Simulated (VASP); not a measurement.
A run of VASP 6.6.1:

POSCAR

```
WF2
1.0
    0.0000000000      2.5756485820      2.5756485820
    2.5756485820      0.0000000000      2.5756485820
    2.5756485820      2.5756485820      0.0000000000
W F
1 2
Direct
    0.0000000000      0.0000000000      0.0000000000
    0.2500000000      0.2500000000      0.2500000000
    0.7500000000      0.7500000000      0.7500000000
```

INCAR.step1

```
SYSTEM = WF2
PREC     = Accurate       ! precision mode
ENCUT    = 520            ! plane-wave cutoff, eV
ISMEAR   = 0              ! smearing method
SIGMA    = 0.1            ! smearing width, eV
LREAL    = .FALSE.        ! projectors in reciprocal space
LASPH    = .TRUE.         ! aspherical terms in the spheres
NELM     = 100            ! most SCF steps
NBANDS   = 21             ! bands
GGA      = PE             ! functional
ALGO     = Normal         ! electronic algorithm
EDIFF    = 1E-4           ! SCF threshold, eV
LWAVE    = .TRUE.         ! write WAVECAR
LCHARG   = .FALSE.        ! write CHGCAR
```

The input INCAR.step2:

```
SYSTEM = WF2
PREC     = Accurate       ! precision mode
ENCUT    = 520            ! plane-wave cutoff, eV
EDIFF    = 1E-6           ! SCF threshold, eV
ISMEAR   = 0              ! smearing method
SIGMA    = 0.1            ! smearing width, eV
LREAL    = .FALSE.        ! projectors in reciprocal space
LASPH    = .TRUE.         ! aspherical terms in the spheres
NELM     = 100            ! most SCF steps
ALGO     = Normal         ! electronic algorithm
ISIF     = 2              ! what is computed and relaxed
LWAVE    = .FALSE.        ! write WAVECAR
LCHARG   = .FALSE.        ! write CHGCAR
METAGGA  = R2SCAN         ! meta-GGA
LMIXTAU  = .TRUE.       
NBANDS   = 21             ! bands
ISTART   = 1
```

KPOINTS

```
Automatic mesh
0
G
  14 14 14
  0 0 0
```

Potentials or basis: VASP PAW PBE potentials, release 64 (W_sv, F).

The run is started by

```bash
$ cat potpaw_PBE.64/W_sv/POTCAR potpaw_PBE.64/F/POTCAR > POTCAR
$ cp INCAR.step1 INCAR
$ mpirun -np 1 vasp_std > vasp.out
$ cp INCAR.step2 INCAR
$ mpirun -np 1 vasp_std > vasp.out
```

Hardware: 1 thread of Intel(R) Xeon(R) 6975P-C (Granite Rapids) (shared host).

Problem. How long does it take, and how much memory?

Solution. It took 2.1 min on 1 thread of Intel(R) Xeon(R) 6975P-C (Granite Rapids), on a shared host, peak memory 0.2 GiB. Counts: k points 104.
